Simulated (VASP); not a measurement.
Set up this calculation in VASP 6.6.1, as the native input.

```yaml
Task: single point
Functional: PBEsol
Potentials_or_basis: VASP PAW PBE potentials, release 64 (Ca_sv, Se)
Cutoff: 520 eV
k_mesh: 8 × 8 × 8
Occupations: gaussian, width 0.05 eV
Spin: no spin polarisation
Dipole_correction: no
Further_INCAR_settings: ALGO = Normal; EDIFF = 1e-07; NBANDS = 15
```

The structure of CaSe lies in POSCAR:

```
CaSe
1.0
    0.0184750000      2.9560000000      2.9560000000
    2.9560000000      0.0184750000      2.9560000000
    2.9744750000      2.9744750000      0.0000000000
Ca Se
1 1
Direct
    0.0000000000      0.0000000000      0.0000000000
    0.5000000000      0.5000000000      0.5000000000
```

This cell differs from its parent crystal: strain +0.0125 x Voigt [0, 0, 0, 0, 0, 1].

One way to write it, as run:

INCAR

```
PREC = Accurate
ENCUT = 520
EDIFF = 1E-7
ISMEAR = 0
SIGMA = 0.05
LREAL = False
LASPH = True
NELM = 100
ALGO = Normal
ISIF = 2
LWAVE = False
LCHARG = False
GGA = PS
NBANDS = 15
```

KPOINTS

```
Automatic mesh
0
Gamma
  8 8 8
```

Potentials or basis: VASP PAW PBE potentials, release 64 (Ca_sv, Se).

Command:

```bash
$ cat potpaw_PBE.64/Ca_sv/POTCAR potpaw_PBE.64/Se/POTCAR > POTCAR
$ mpirun -np 1 vasp_std > vasp.out
```

It gave:

```json
{
 "Pressure": "-0.9 GPa",
 "Band gap on the k mesh": "1.89 eV (least direct gap 2.82 eV)"
}
```

Caveat: the cell differs from its parent crystal (strain +0.0125 x Voigt [0, 0, 0, 0, 0, 1]); the PAW data sets were made with another functional, which shifts forces and pressure a little.

Run time: 26 s on 1 thread of Intel(R) Xeon(R) 6975P-C (Granite Rapids), on a shared host, peak memory 0.22 GiB.
